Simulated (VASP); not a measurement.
Input of a VASP 6.6.1 run:

The input INCAR:

```
PREC     = Accurate       # precision mode
ENCUT    = 520            # plane-wave cutoff, eV
EDIFF    = 1E-6           # SCF threshold, eV
ISMEAR   = -1             # smearing method
SIGMA    = 0.05           # smearing width, eV
LREAL    = F              # projectors in reciprocal space
LASPH    = T              # aspherical terms in the spheres
NELM     = 150            # most SCF steps
ALGO     = Normal         # electronic algorithm
ISIF     = 2              # what is computed and relaxed
LWAVE    = F              # write WAVECAR
LCHARG   = F              # write CHGCAR
ISPIN    = 2              # spin polarisation
MAGMOM   = 0.355          # initial moments
LORBIT   = 11             # projections on sites
LMAXMIX  = 4              # l up to which the mixer works
NBANDS   = 15             # bands
```

The input KPOINTS:

```
regular mesh
0
Gamma
  18 18 18
```

POSCAR

```
Ni
1.0
   -1.3792725465      1.3792725465      1.3792725465
    1.3792725465     -1.3792725465      1.3792725465
    1.3792725465      1.3792725465     -1.3792725465
Ni
1
Direct
    0.0000000000      0.0000000000      0.0000000000
```

Potentials or basis: VASP PAW LDA potentials, release 64 (Ni).

Command:

```sh
$ cat potpaw_LDA.64/Ni/POTCAR > POTCAR
$ mpirun -np 1 vasp_std > vasp.out
```

Task: Predict the pressure.

Result: -9.9 GPa.

Task: Predict the net moment.

Result: 0.18 μB per cell.

Task: What does it give for the site moments?

Result: Ni +0.18 μB.
